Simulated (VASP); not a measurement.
# Br (P6/mmm) in VASP: notebook, part 2 of 2

VASP 6.6.1. Earlier steps stand in the parts before.

### 5 Relaxation of cell and atoms, PBEsol

This run uses another cell than the first one, of 36.80 Å³/atom, 1.490 times its volume.

INCAR

```
PREC     = Accurate       # precision mode
ENCUT    = 600            # plane-wave cutoff, eV
EDIFF    = 1E-6           # SCF threshold, eV
ISMEAR   = 0              # smearing method
SIGMA    = 0.1            # smearing width, eV
LREAL    = False          # projectors in reciprocal space
LASPH    = True           # aspherical terms in the spheres
NELM     = 80             # most SCF steps
ALGO     = Normal         # electronic algorithm
ISIF     = 3              # what is computed and relaxed
LWAVE    = False          # write WAVECAR
LCHARG   = False          # write CHGCAR
GGA      = PS             # functional
IBRION   = 2              # ionic algorithm
NSW      = 90             # ionic steps
EDIFFG   = -0.04          # ionic threshold
```

KPOINTS

```
regular mesh
0
Gamma
  3 3 6
```

POSCAR

```
Br
1.0
    5.9246750819      0.0000000000      0.0000000000
   -2.9623375410      5.1309191301      0.0000000000
    0.0000000000      0.0000000000      3.6320834198
Br
3
Direct
    0.0000000000      0.0000000000      0.0000000000
    0.3333333333      0.6666666667      0.5000000000
    0.6666666667      0.3333333333      0.5000000000
```

Potentials or basis: VASP PAW PBE potentials, release 64 (Br).

Run with:

```bash
cat potpaw_PBE.64/Br/POTCAR > POTCAR
mpirun -np 1 vasp_std > vasp.out
```

OUTCAR:

```text
PREC = Accurate
   ENCUT = 600
   EDIFF = 1E-6
   ISMEAR = 0
   LREAL = False
   LASPH = True
   NELM = 80
   ISIF = 3
   GGA = PS
   IBRION = 2
   NSW = 90
   EDIFFG = -0.04

 ion  position               nearest neighbor table
   1  0.000  0.000  0.000-
   2  0.333  0.667  0.500-
   3  0.667  0.333  0.500-

  LATTYP: Found a hexagonal cell.
 ALAT       =     5.9246750819
 C/A-ratio  =     0.6130434783

  Lattice vectors:

 A1 = (   5.9246750819,   0.0000000000,   0.0000000000)
 A2 = (  -2.9623375410,   5.1309191301,   0.0000000000)
 A3 = (   0.0000000000,   0.0000000000,   3.6320834198)

Analysis of symmetry for initial positions (statically):
=====================================================================
 Subroutine PRICEL returns:
 Original cell was already a primitive cell.

 Routine SETGRP: Setting up the symmetry group for a
 hexagonal supercell.

 Subroutine GETGRP returns: Found 24 space group operations
 (whereof 24 operations were pure point group operations)
 out of a pool of 24 trial point group operations.

The static configuration has the point symmetry D_6h.

Analysis of symmetry for dynamics (positions and initial velocities):
=====================================================================
 Subroutine PRICEL returns:
 Original cell was already a primitive cell.

 Routine SETGRP: Setting up the symmetry group for a
 hexagonal supercell.

 Subroutine GETGRP returns: Found 24 space group operations
 (whereof 24 operations were pure point group operations)
 out of a pool of 24 trial point group operations.

The dynamic configuration has the point symmetry D_6h.

 Subroutine INISYM returns: Found 24 space group operations
 (whereof 24 operations are pure point group operations),
 and found     1 'primitive' translations

----------------------------------------------------------------------------------------

                                     Primitive cell
[... 98 lines left out ...]
   IMIX   =      4    mixing-type and parameters
     AMIX     =   0.40;   BMIX     =  1.00
     AMIX_MAG =   1.60;   BMIX_MAG =  1.00
  volume/ion in A,a.u.               =      36.80       248.37
  Fermi-wavevector in a.u.,A,eV,Ry     =   0.941476  1.779132 12.059901  0.886378
  Thomas-Fermi vector in A             =   2.068991
   LORBIT       =      0    0 simple, 1 ext, 2 COOP (PROOUT), +10 PAW based schemes
   GGA     = PS    functional components
   LHFCALC =     F    Hartree Fock is set to
   AEXX    =    0.0000 exact exchange contribution
   IVDW    =     0    specifies the selected vdW correction
   LEPSILON=     F    determine dielectric tensor
   LRPA    =     F    only Hartree local field effects (RPA)
 conjugate gradient relaxation of ions
 non-spin polarized calculation
 Gauss-broadening in eV      SIGMA  =   0.10
  energy-cutoff  :      600.00
  volume of cell :      110.41
 maximum number of plane-waves:      3717
 NGX is ok and might be reduce to    48
   NGX = 23   NGY = 23   NGZ = 15

--------------------------------------- Ionic step        1  -------------------------------------------

 number of electron      21.0000000 magnetization

 Free energy of the ion-electron system (eV)
  ---------------------------------------------------
  ext. energy  EPLUGINS =         0.00000000
  ---------------------------------------------------
  free energy    TOTEN  =        -2.96209391 eV

  energy without entropy =       -2.91126218  energy(sigma->0) =       -2.93667805

------------------------ aborting loop because EDIFF is reached ----------------------------------------

  FORCE on cell =-STRESS in cart. coord.  units (eV):
  Direction    XX          YY          ZZ          XY          YZ          ZX
  --------------------------------------------------------------------------------------
  -------------------------------------------------------------------------------------
  Total       -3.5539394     -3.5539394     -3.4771657      0.0000000     -0.0000000      0.0000000
  in kB      -51.5709439    -51.5709439    -50.4568865      0.0000000     -0.0000000      0.0000000
  external PRESSURE =     -51.1995914 kB  Pullay stress =       0.0000000 kB
[... 505 lines left out ...]
      1     -11.4409      2.00000
      2     -11.4409      2.00000
      3     -10.6657      2.00000
      4      -2.5474      2.00000
      5      -1.7833      2.00000
      6      -1.7833      2.00000
      7       0.7892      2.00000
      8       0.8978      2.00000
      9       0.8978      2.00000
     10       2.1313      2.00000
     11       2.1313      2.00000
     12       3.6104      0.00000
     13       9.0468      0.00000
     14      12.7248      0.00000

[... ionic steps 4 to 21 ...]

--------------------------------------- Ionic step       22  -------------------------------------------

 number of electron      20.9999992 magnetization

 E-fermi :   0.0925     XC(G=0):  -7.8202
[... 280 lines left out ...]
--------------------------------------- Ionic step       24  -------------------------------------------

 number of electron      20.9999997 magnetization

 Free energy of the ion-electron system (eV)
  ---------------------------------------------------
  ext. energy  EPLUGINS =         0.00000000
  ---------------------------------------------------
  free energy    TOTEN  =        -5.00367618 eV

  energy without entropy =       -5.00367489  energy(sigma->0) =       -5.00367554

 E-fermi :  -0.0244     XC(G=0):  -7.7621

 val. band max:       -0.3116889344   @ k =   0.3333   0.3333   0.5000
 cond. band min:       0.2667455031   @ k =   0.0000   0.0000   0.1667
 fundamental gap:      0.5784344376
 Fermi energy:        -0.0244421738
[... 232 lines left out ...]
  FREE ENERGIE OF THE ION-ELECTRON SYSTEM (eV)
  ---------------------------------------------------
  free  energy   TOTEN  =        -5.0036761846 eV

  energy  without entropy=       -5.0036748949  energy(sigma->0) =       -5.00367554

 reached required accuracy - stopping structural energy minimisation
```

It took 7.5 min on 1 thread of Intel Xeon 6975P-C, shared host; peak memory 0.27 GiB.

What came out:

```
Free energy                            : -5.0037 eV
Relaxed volume                         : 35.45 Å³/atom
Relaxed cell                           : a = 7.032 Å, b = 7.032 Å, c = 2.484 Å, α = 90.00°, β = 90.00°, γ = 120.00°
Space group after relaxing (to 0.05 Å) : P6/mmm (No. 191)
Energy gained by relaxing              : 680.5 meV/atom
Ionic steps                            : 24
Pressure after relaxing                : 0.0 GPa
```

Stress tensor (GPa, compression positive):
```
 0.03  0.00  0.00
 0.00  0.03  0.00
 0.00  0.00 -0.08
```

The path:
| step | energy change (eV) | largest force (eV/Å) | pressure (GPa) | volume (Å³) |
| --- | --- | --- | --- | --- |
| 1 | 0.0000 | 0.0000 | -5.12 | 110.41 |
| 2 | -0.5677 | 0.0000 | -4.83 | 92.66 |
| 3 | 1.0142 | 0.0000 | 38.18 | 51.01 |
| 4 | -0.8082 | 0.0000 | -3.46 | 83.61 |
| 5 | -0.8970 | 0.0000 | 2.41 | 70.43 |
| 6 | -0.9226 | 0.0000 | -0.50 | 75.14 |
| 7 | -0.9240 | 0.0000 | -0.05 | 74.29 |
| 8 | -0.9235 | 0.0000 | 0.30 | 73.67 |
| 9 | -0.9302 | 0.0000 | -0.09 | 74.27 |
| 10 | -0.9408 | 0.0000 | -0.92 | 76.04 |
| 11 | -1.0661 | 0.0000 | -2.17 | 79.41 |
| 12 | -1.4416 | 0.0000 | -2.60 | 85.35 |
| 13 | -1.1817 | 0.0000 | 12.21 | 93.20 |
| 14 | -1.7465 | 0.0000 | -1.81 | 87.89 |
| 15 | -1.9860 | 0.0000 | 2.17 | 90.99 |
| 16 | -1.9926 | 0.0000 | 1.33 | 90.63 |
| 17 | -1.9868 | 0.0000 | -1.21 | 97.64 |
| 18 | -2.0048 | 0.0000 | 0.08 | 93.69 |
| 19 | -2.0248 | 0.0000 | 0.07 | 97.05 |
| 20 | -2.0392 | 0.0000 | 0.19 | 102.50 |
| 21 | -2.0405 | 0.0000 | 0.26 | 104.41 |
| 22 | -2.0406 | 0.0000 | 0.29 | 105.01 |
| 23 | -2.0391 | 0.0000 | -0.44 | 108.53 |
| 24 | -2.0416 | 0.0000 | -0.01 | 106.36 |

Final structure:
```
CELL_PARAMETERS angstrom
7.03199 0.00000 0.00000
-3.51600 6.08988 0.00000
0.00000 0.00000 2.48367
ATOMIC_POSITIONS crystal
Br 0.00000 0.00000 0.00000
Br 0.33333 0.66667 0.50000
Br 0.66667 0.33333 0.50000
```

Caveat: the k points lie up to 0.42 Å⁻¹ apart in the final cell; the PAW data sets were made with another functional, which shifts forces and pressure a little; an odd number of electrons without spin polarisation forces a metal; a magnetic or distorted state may lie lower.

### 6 Summary

```tsv
task	cell	k mesh	cutoff (eV)	gap on the mesh (eV)	pressure (GPa)
single point	a = 5.244, b = 5.244, c = 3.112 Å, angles 90.0, 90.0, 120.0°, 3 atoms	3 × 3 × 6	520	none	0.0
single point	a = 6.981, b = 6.981, c = 2.482 Å, angles 90.0, 90.0, 120.0°, 3 atoms	6 × 6 × 6	520	none	0.1
single point	a = 5.925, b = 5.925, c = 3.632 Å, angles 90.0, 90.0, 120.0°, 3 atoms	6 × 6 × 6	520	none	-5.2
relaxation of cell and atoms	relaxed from a = 5.925, b = 5.925, c = 3.632 Å, angles 90.0, 90.0, 120.0°, 3 atoms	3 × 3 × 6	600	none	0.0
```

Alike in all rows: level PBEsol; potentials or basis VASP PAW PBE potentials, release 64 (Br); no spin polarisation; smearing gaussian 0.1 eV.

Caveats: some runs use coarse meshes; the PAW data sets were made with another functional, which shifts forces and pressure a little; an odd number of electrons without spin polarisation forces a metal; a magnetic or distorted state may lie lower.

Absolute energies hang on the potentials; compare differences alone.
